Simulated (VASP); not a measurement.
A run of VASP 6.6.1:

File INCAR:

```
PREC = Accurate
ENCUT = 520
EDIFF = 1E-6
ISMEAR = 0
SIGMA = 0.01
LREAL = F
LASPH = T
NELM = 60
ALGO = Normal
ISIF = 2
LWAVE = F
LCHARG = F
NBANDS = 11
```

The input KPOINTS:

```
Automatic mesh
0
Gamma
  10 10 10
```

POSCAR

```
BeS
1.0
    0.0000000000      2.3829385577      2.3829385577
    2.3829385577      0.0000000000      2.3829385577
    2.3829385577      2.3829385577      0.0000000000
Be S
1 1
Direct
    0.0000000000      0.0000000000      0.0000000000
    0.7500000000      0.7500000000      0.7500000000
```

Potentials or basis: VASP PAW LDA potentials, release 64 (Be, S).

Run with:

```bash
$ cat potpaw_LDA.64/Be/POTCAR potpaw_LDA.64/S/POTCAR > POTCAR
$ mpirun -np 1 vasp_std > vasp.out
```

Hardware: 1 thread of Intel Xeon 8259CL, on a shared host.

How long does it take, and how much memory?

Wall time 19 s on 1 thread of Intel Xeon 8259CL (shared host), peak memory 0.14 GiB. Counts: scf iterations 12, k points 47.
